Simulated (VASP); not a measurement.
Input of a VASP 6.6.1 run:

Contents of INCAR:

```
SYSTEM = Mg3B2
PREC     = Accurate       ! precision mode
ENCUT    = 600            ! plane-wave cutoff, eV
EDIFF    = 1E-6           ! SCF threshold, eV
ISMEAR   = 0              ! smearing method
SIGMA    = 0.1            ! smearing width, eV
LREAL    = .FALSE.        ! projectors in reciprocal space
LASPH    = .TRUE.         ! aspherical terms in the spheres
NELM     = 60             ! most SCF steps
ALGO     = Fast           ! electronic algorithm
ISIF     = 3              ! what is computed and relaxed
LWAVE    = .FALSE.        ! write WAVECAR
LCHARG   = .FALSE.        ! write CHGCAR
GGA      = PE             ! functional
IBRION   = 2              ! ionic algorithm
NSW      = 100            ! ionic steps
EDIFFG   = -0.01          ! ionic threshold
```

The input KPOINTS:

```
Automatic mesh
0
G
  10 10 10
  0 0 0
```

File POSCAR:

```
Mg3B2
1.0
   -2.7400089154      2.7400089154      3.0033292468
    2.7400089154     -2.7400089154      3.0033292468
    2.7400089154      2.7400089154     -3.0033292468
Mg B
3 2
Direct
    0.5000000000      0.0000000000      0.5000000000
    0.0000000000      0.5000000000      0.5000000000
    0.0000000000      0.0000000000      0.0000000000
    0.6317883714      0.6317883714      0.0000000000
    0.3682116286      0.3682116286      0.0000000000
```

Potentials or basis: VASP PAW PBE potentials, release 64 (Mg, B).

Launch:

```bash
$ cat potpaw_PBE.64/Mg/POTCAR potpaw_PBE.64/B/POTCAR > POTCAR
$ mpirun -np 1 vasp_std > vasp.out
```

Task: Estimate the space group after relaxing (to 0.1 Å).

Result: I4/mmm (No. 139).

Task: Predict the relaxed cell.

Result: a = 4.903 Å, b = 4.903 Å, c = 4.903 Å, α = 112.04°, β = 112.04°, γ = 104.45°.

Task: What does it give for the relaxed volume?

Result: 18.04 Å³/atom.

Task: Estimate the band gap on the k mesh.

Result: Zero (bands 6 and 7 overlap by 1.32 eV).

Forces on the atoms (eV/Å):
```
Mg   0.000  0.000  0.000
Mg   0.000  0.000  0.000
Mg   0.000  0.000  0.000
B    0.000  0.000  0.004
B    0.000  0.000 -0.004
```
